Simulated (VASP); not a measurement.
Here is a VASP 6.6.1 calculation.

File INCAR:

```
PREC = Accurate ; ENCUT = 520
EDIFF = 1E-6 ; ISMEAR = 0
SIGMA = 0.1 ; LREAL = F
LASPH = T ; NELM = 120
ALGO = Normal ; ISIF = 2
LWAVE = F ; LCHARG = T
LDIPOL = T ; IDIPOL = 3
DIPOL = 0.5 0.5 0.352 ; GGA = PE
IVDW = 12 ; LELF = T
LVHAR = T ; LVACPOTAV = T
NBANDS = 42 ; GGA_COMPAT = F
NELMDL = -8
```

File KPOINTS:

```
Automatic mesh
0
Gamma
  6 6 1
```

File POSCAR:

```
Ga2Sb2CO
1.0
    4.3343814647      0.0000000000      0.0000000000
   -2.1671907324      3.7536844581      0.0000000000
    0.0000000000      0.0000000000     23.6197422994
Sb Ga O C
2 2 1 1
Direct
    0.0000000000      0.0000000000      0.1693498578
    0.3333333333      0.6666666667      0.3259656336
    0.3333333333      0.6666666667      0.2068080104
    0.6666666667      0.3333333333      0.3585874135
    1.5555555556      0.7777777778      0.5025347927
    1.5555555556      0.7777777778      0.5512228768
```

Potentials or basis: VASP PAW PBE potentials, release 64 (Sb_d_GW, Ga_d, O, C).

The run is started by

```console
$ cat potpaw_PBE.64/Sb_d_GW/POTCAR potpaw_PBE.64/Ga_d/POTCAR potpaw_PBE.64/O/POTCAR potpaw_PBE.64/C/POTCAR > POTCAR
$ mpirun -np 1 vasp_std > vasp.out
```

**Question.** Estimate the band gap on the k mesh.

**Answer.** 0.03 eV (least direct gap 0.15 eV).

**Question.** Predict the dispersion energy per atom.

**Answer.** -0.164 eV.

**Question.** Estimate the largest force.

**Answer.** 0.695 eV/Å.

Forces in eV/Å, atoms in the order of the input:
```
Sb  -0.003 -0.002  0.168
Sb  -0.001  0.000 -0.023
Ga   0.000  0.000 -0.143
Ga  -0.002 -0.001  0.008
O    0.008  0.004  0.686
C   -0.002 -0.001 -0.695
```

Caveat: spin-orbit coupling is left out, which moves the levels of the heavy elements.
